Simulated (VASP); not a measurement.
# MoP (P-6m2) in VASP: elastic constants with PBEsol

Aim: the elastic constants of MoP with PBEsol.

All numbers are computed with VASP 6.6.1; they aren't measurements. Logs are shortened: lines on timing, memory, paths and dates and some standing lists are left out, and cuts for length are marked.

### Step 1. The cell of the first run

The structure is hexagonal, space group P-6m2 (No. 187). The conventional cell has a = 3.208 Å, b = 3.208 Å, c = 3.172 Å, α = 90.00°, β = 90.00°, γ = 120.00°. Within 3.3 Å of Mo (site symmetry -6m2) lie 6 P at 2.44 Å and 8 Mo at 3.17 to 3.21 Å. Within 3.3 Å of P (site symmetry -6m2) lie 6 Mo at 2.44 Å and 8 P at 3.17 to 3.21 Å.

### Step 2. Elastic constants, PBEsol

File INCAR:

```
SYSTEM = MoP
ALGO     = Normal         ! electronic algorithm
EDIFF    = 1E-8           ! SCF threshold, eV
ENCUT    = 500            ! plane-wave cutoff, eV
GGA      = PS             ! functional
GGA_COMPAT= .False.      
IBRION   = 6              ! ionic algorithm
ISIF     = 3              ! what is computed and relaxed
ISMEAR   = -1             ! smearing method
LASPH    = .True.         ! aspherical terms in the spheres
LCHARG   = .False.        ! write CHGCAR
LREAL    = .False.        ! projectors in reciprocal space
LWAVE    = .False.        ! write WAVECAR
NELM     = 120            ! most SCF steps
NFREE    = 2            
NSW      = 1              ! ionic steps
POTIM    = 0.015          ! step
PREC     = Accurate       ! precision mode
SIGMA    = 0.1            ! smearing width, eV
```

File KPOINTS:

```
k-points
0
Gamma
  16 16 14
  0 0 0
```

File POSCAR:

```
MoP
1.0
    3.2079986438      0.0000000000      0.0000000000
   -1.6039993219      2.7782083208      0.0000000000
    0.0000000000      0.0000000000      3.1721848814
Mo P
1 1
Direct
    0.0000000000      0.0000000000      0.0000000000
    0.3333333333      0.6666666667      0.5000000000
```

Potentials or basis: VASP PAW PBE potentials, release 64 (Mo_sv, P).

Run with:

```sh
$ cat potpaw_PBE.64/Mo_sv/POTCAR potpaw_PBE.64/P/POTCAR > POTCAR
$ mpirun -np 1 vasp_std > vasp.out
```

OUTCAR:

```text
SYSTEM = MoP
   EDIFF = 1E-8
   ENCUT = 500
   GGA = PS
   IBRION = 6
   ISIF = 3
   ISMEAR = -1
   LASPH = .True.
   LREAL = .False.
   NELM = 120
   NFREE = 2
   NSW = 1
   POTIM = 0.015
   PREC = Accurate

 ion  position               nearest neighbor table
   1  0.000  0.000  0.000-   2 2.44   2 2.44   2 2.44   2 2.44   2 2.44   2 2.44
   2  0.333  0.667  0.500-   1 2.44   1 2.44   1 2.44   1 2.44   1 2.44   1 2.44

  LATTYP: Found a hexagonal cell.
 ALAT       =     3.2079986438
 C/A-ratio  =     0.9888361043

  Lattice vectors:

 A1 = (   3.2079986438,   0.0000000000,   0.0000000000)
 A2 = (  -1.6039993219,   2.7782083208,   0.0000000000)
 A3 = (   0.0000000000,   0.0000000000,   3.1721848814)

Analysis of symmetry for initial positions (statically):
=====================================================================
 Subroutine PRICEL returns:
 Original cell was already a primitive cell.

 Routine SETGRP: Setting up the symmetry group for a
 hexagonal supercell.

 Subroutine GETGRP returns: Found 12 space group operations
 (whereof 12 operations were pure point group operations)
 out of a pool of 24 trial point group operations.

The static configuration has the point symmetry D_3h.

Analysis of symmetry for dynamics (positions and initial velocities):
=====================================================================
 Subroutine PRICEL returns:
 Original cell was already a primitive cell.

 Routine SETGRP: Setting up the symmetry group for a
 hexagonal supercell.

 Subroutine GETGRP returns: Found 12 space group operations
 (whereof 12 operations were pure point group operations)
 out of a pool of 24 trial point group operations.

The dynamic configuration has the point symmetry D_3h.

 Subroutine INISYM returns: Found 12 space group operations
 (whereof 12 operations are pure point group operations),
 and found     1 'primitive' translations

----------------------------------------------------------------------------------------

                                     Primitive cell

  volume of cell :      28.2721

  direct lattice vectors                    reciprocal lattice vectors
     3.207998644  0.000000000  0.000000000     0.311720830  0.179972105  0.000000000
    -1.603999322  2.778208321  0.000000000     0.000000000  0.359944210  0.000000000
     0.000000000  0.000000000  3.172184881     0.000000000  0.000000000  0.315240138

  length of vectors
     3.207998644  3.207998644  3.172184881     0.359944210  0.359944210  0.315240138

  position of ions in fractional coordinates (direct lattice)
     0.000000000  0.000000000  0.000000000
     0.333333333  0.666666667  0.500000000

  ion indices of the primitive-cell ions
   primitive index   ion index
                 1           1
                 2           2

----------------------------------------------------------------------------------------

 KPOINTS: k-points

Automatic generation of k-mesh.
 Grid dimensions read from file:
 generate k-points for:   16   16   14

 Generating k-lattice:
[... 112 lines left out ...]

------------------------ aborting loop because EDIFF is reached ----------------------------------------

  FORCE on cell =-STRESS in cart. coord.  units (eV):
  Direction    XX          YY          ZZ          XY          YZ          ZX
  --------------------------------------------------------------------------------------
  -------------------------------------------------------------------------------------
  Total        0.0599046      0.0599046      0.0759730      0.0000000      0.0000000      0.0000000
  in kB        3.3947924      3.3947924      4.3053865      0.0000000      0.0000000      0.0000000
  external PRESSURE =       3.6983237 kB  Pullay stress =       0.0000000 kB
[... 89 lines left out ...]
  FREE ENERGIE OF THE ION-ELECTRON SYSTEM (eV)
  ---------------------------------------------------
  free  energy   TOTEN  =       -19.0554366269 eV

  energy  without entropy=      -19.0299604093  energy(sigma->0) =      -19.04269852

[... ionic steps 4 to 18 ...]

--------------------------------------- Ionic step       19  -------------------------------------------

 number of electron      18.9999998 magnetization

------------------------ aborting loop because EDIFF is reached ----------------------------------------
[... 67 lines left out ...]
--------------------------------------- Ionic step       21  -------------------------------------------

 number of electron      18.9999998 magnetization

 Free energy of the ion-electron system (eV)
  ---------------------------------------------------
  ext. energy  EPLUGINS =         0.00000000
  ---------------------------------------------------
  free energy    TOTEN  =       -19.06265577 eV

  energy without entropy =      -19.03636603  energy(sigma->0) =      -19.04951090

 E-fermi :  12.0526     XC(G=0): -12.7877

 val. band max:       12.0228284187   @ k =   0.0625   0.0625   0.0714
 cond. band min:      12.0589351114   @ k =   0.0000   0.0625   0.2143
 fundamental gap:      0.0361066927
 Fermi energy:        12.0525961927

 k-point     1 :       0.0000    0.0000    0.0000
  band No.  band energies     occupation
      1     -49.0299      2.00000
      2     -23.2190      2.00000
      3     -23.0005      2.00000
      4     -23.0005      2.00000
      5      -1.9705      2.00000
      6       7.7392      2.00000
      7       8.6869      2.00000
      8       8.6869      2.00000
      9      11.3953      1.99721
     10      12.3473      0.09971
     11      12.3473      0.09971
     12      16.2798      0.00000
     13      16.2798      0.00000
[... 354 lines left out ...]
  band No.  band energies     occupation
      1     -48.9985      2.00000
      2     -23.2841      2.00000
      3     -23.1750      2.00000
      4     -23.1180      2.00000
      5       0.2359      2.00000
      6       5.5682      2.00000
      7       8.0780      2.00000
      8       8.4262      2.00000
      9      10.4216      2.00000
     10      11.2197      1.99952
     11      13.0059      0.00014
     12      14.3645      0.00000
     13      17.3099      0.00000

 [... further k-points ...]

------------------------ aborting loop because EDIFF is reached ----------------------------------------

  FORCE on cell =-STRESS in cart. coord.  units (eV):
  Direction    XX          YY          ZZ          XY          YZ          ZX
  --------------------------------------------------------------------------------------
  -------------------------------------------------------------------------------------
  Total        0.0660854      0.0660854      0.0797211      0.0000000      0.0000000      0.0000000
  in kB        3.7450576      3.7450576      4.5177963      0.0000000      0.0000000      0.0000000
  external PRESSURE =       4.0026372 kB  Pullay stress =       0.0000000 kB
[... 17 lines left out ...]
  FREE ENERGIE OF THE ION-ELECTRON SYSTEM (eV)
  ---------------------------------------------------
  free  energy   TOTEN  =       -19.0626557653 eV

  energy  without entropy=      -19.0363660308  energy(sigma->0) =      -19.04951090

 INTERNAL STRAIN TENSORS FROM STRAINED CELLS
 ============================================

 INTERNAL STRAIN TENSOR FOR ION    1 for displacements in x,y,z  (eV/Angst):
          X           Y           Z          XY          YZ          ZX
  --------------------------------------------------------------------------------
  x     0.00000    -0.00000     0.00000    -7.97544    -0.00000     0.00000
  y    -7.98583     7.99355    -0.00000    -0.00004     0.00002    -0.00010
  z     0.00000     0.00000     0.00000     0.00000     0.00199     0.00000

 INTERNAL STRAIN TENSORS FROM DISPLACED ATOMS
 ============================================

 INTERNAL STRAIN TENSOR FOR ION    1 for displacements in x,y,z  (eV/Angst):
          X           Y           Z          XY          YZ          ZX
  --------------------------------------------------------------------------------
  x     0.00000     0.00000     0.00000    -7.97801     0.00000     0.00000
  y    -7.97801     7.97801     0.00000     0.00000     0.00000     0.00000
  z     0.00000     0.00000     0.00000     0.00000     0.00000     0.00000

 INTERNAL STRAIN TENSOR FOR ION    2 for displacements in x,y,z  (eV/Angst):
          X           Y           Z          XY          YZ          ZX
  --------------------------------------------------------------------------------
  x     0.00000     0.00000     0.00000     7.97480     0.00000     0.00000
  y     7.97480    -7.97480     0.00000     0.00000     0.00000     0.00000
  z     0.00000     0.00000     0.00000     0.00000     0.00000     0.00000

 Eigenvectors and eigenvalues of the dynamical matrix
 ----------------------------------------------------

   1 f  =   12.326400 THz    77.449053 2PiTHz  411.164435 cm-1    50.977870 meV
             X         Y         Z           dx          dy          dz
      0.000000  0.000000  0.000000     0.493966    0.000001   -0.000000
     -0.000000  1.852139  1.586092    -0.869481   -0.000003   -0.000000
[... 21 lines left out ...]
   6 f/i=    0.000752 THz     0.004723 2PiTHz    0.025072 cm-1     0.003109 meV
             X         Y         Z           dx          dy          dz
      0.000000  0.000000  0.000000     0.039204   -0.868597    0.000000
     -0.000000  1.852139  1.586092     0.022272   -0.493464    0.000000

--------------------------------------------------------------------------------------------------------

 ELASTIC MODULI CONTR FROM IONIC RELAXATION (kBar)
 Direction    XX          YY          ZZ          XY          YZ          ZX
 --------------------------------------------------------------------------------
 XX        -247.7081    247.7081      0.0000      0.0000      0.0000      0.0000
 YY         247.7081   -247.7081      0.0000     -0.0000      0.0000      0.0000
 ZZ           0.0000      0.0000      0.0000      0.0000      0.0000      0.0000
 XY           0.0000     -0.0000      0.0000   -247.7081      0.0000      0.0000
 YZ           0.0000      0.0000      0.0000      0.0000      0.0000      0.0000
 ZX           0.0000      0.0000      0.0000      0.0000      0.0000      0.0000
 --------------------------------------------------------------------------------

 TOTAL ELASTIC MODULI (kBar)
 Direction    XX          YY          ZZ          XY          YZ          ZX
 --------------------------------------------------------------------------------
 XX        3620.3911   1345.1902   1684.4648      0.0000     -0.0000      0.0000
 YY        1345.1902   3620.3911   1684.4648     -0.0000      0.0000     -0.0000
 ZZ        1684.4648   1684.4648   5144.8697      0.0000      0.0000     -0.0000
 XY           0.0000     -0.0000      0.0000   1137.6004      0.0000      0.0000
 YZ          -0.0000      0.0000      0.0000      0.0000   1841.8696      0.0000
 ZX           0.0000      0.0000     -0.0000      0.0000      0.0000   1841.8694
 --------------------------------------------------------------------------------
```

Run time: 14 min. Hardware: 1 thread of Intel Xeon 6975P-C (Granite Rapids), shared host; peak memory 0.74 GiB.

Results:

```
Voigt bulk modulus            : 242 GPa
Highest phonon frequency at Γ : 411 cm⁻¹
```

Phonon frequencies in cm⁻¹ (negative: imaginary):
| q point | frequencies |
| --- | --- |
| (0.000, 0.000, 0.000) | 0 0 0 409 411 411 |

Elastic tensor in Voigt notation (GPa, in the Cartesian axes of the cell as first typed):
```
362 135 168   0   0   0
135 362 168   0   0   0
168 168 514   0   0   0
  0   0   0 184   0   0
  0   0   0   0 184   0
  0   0   0   0   0 114
```

Clamped-ion elastic tensor (GPa):
```
387 110 168   0   0   0
110 387 168   0   0   0
168 168 514   0   0   0
  0   0   0 184   0   0
  0   0   0   0 184   0
  0   0   0   0   0 139
```

Caveat: the PAW data sets were made with another functional, which shifts forces and pressure a little.
